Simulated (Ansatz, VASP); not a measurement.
Two plane-wave programs on Al3GaAs4

Contents of INCAR:

```
PREC     = Accurate       # precision mode
ENCUT    = 520            # plane-wave cutoff, eV
EDIFF    = 1E-6           # SCF threshold, eV
ISMEAR   = 0              # smearing method
SIGMA    = 0.1            # smearing width, eV
LREAL    = False          # projectors in reciprocal space
LASPH    = True           # aspherical terms in the spheres
NELM     = 100            # most SCF steps
ALGO     = Normal         # electronic algorithm
ISIF     = 2              # what is computed and relaxed
LWAVE    = False          # write WAVECAR
LCHARG   = True           # write CHGCAR
GGA      = PE             # functional
LELF     = True           # ELF
LVHAR    = True         
NBANDS   = 31             # bands
```

KPOINTS

```
Automatic mesh
0
Gamma
  4 2 4
```

File POSCAR:

```
Al3GaAs4
1.0
    4.0552462000      0.0000000000      0.0000000000
    0.0000000000      8.1095034000      0.0000000000
    0.0000000000      0.0000000000      5.7294873000
Al Ga As
3 1 4
Direct
    0.0000000000      0.0000000000      0.0003480000
    0.5000000000      0.2497310000      0.5000120000
    0.5000000000      0.7502690000      0.5000120000
    0.0000000000      0.5000000000      0.9998420000
    0.0000000000      0.7507960000      0.7491330000
    0.5000000000      0.0000000000      0.2498820000
    0.0000000000      0.2492040000      0.7491330000
    0.5000000000      0.5000000000      0.2516390000
```

Input for Ansatz:

```yaml
crystal:
  lattice:
    - [4.0552462, 0.0, 0.0]
    - [0.0, 8.1095034, 0.0]
    - [0.0, 0.0, 5.7294873]
  atoms:
    - { symbol: Al, position: [0.0, 0.0, 0.000348] }
    - { symbol: Al, position: [0.5, 0.249731, 0.500012] }
    - { symbol: Al, position: [0.5, 0.750269, 0.500012] }
    - { symbol: Ga, position: [0.0, 0.5, 0.999842] }
    - { symbol: As, position: [0.0, 0.750796, 0.749133] }
    - { symbol: As, position: [0.5, 0.0, 0.249882] }
    - { symbol: As, position: [0.0, 0.249204, 0.749133] }
    - { symbol: As, position: [0.5, 0.5, 0.251639] }
basis:
  ecutwfc: 420
kpoints:
  mp_grid: { grid: [4, 2, 4] }
hamiltonian:
  xc: pbe
scf:
  occupations: { method: gaussian, width: 0.1 }
  lower_state_search: "off"
output:
  forces: true
  stress: true
  eigenvalues: true
```

Alike in both runs: task single point; functional PBE; k mesh 4 × 2 × 4; occupations gaussian, width 0.1 eV; no spin polarisation.

```csv
,VASP,Ansatz
version,VASP 6.6.1,Ansatz 0.2.0
potentials or method,"VASP PAW PBE potentials, release 64 (Al, Ga_d, As), cutoff 520 eV","scalar-relativistic, plane waves, PAW"
valence electrons in the cell,42,82
```

Ansatz gave:

| Property | Result |
| --- | --- |
| gap on the k mesh at the Fermi level (eV) | 1.30 |
| least direct gap on the mesh (eV) | 1.30 |
| pressure (GPa) | 0.1 |
| traceless stress, the component that is largest in VASP (GPa) | -0.54 |
| rms of the force components (eV/Å) | 0.004 |

**Question.** What did VASP give for the same quantities?

**Answer.** gap on the k mesh at the Fermi level (eV): 1.30; least direct gap on the mesh (eV): 1.30; pressure (GPa): 0.2; traceless stress, the component that is largest in VASP (GPa): -0.54; rms of the force components (eV/Å): 0.005.

Atom by atom the forces differ by 0.001 eV/Å (rms over components). VASP's potentials hold 42 valence electrons a cell and Ansatz's 82, so a difference there can come from the potentials and not from the codes.
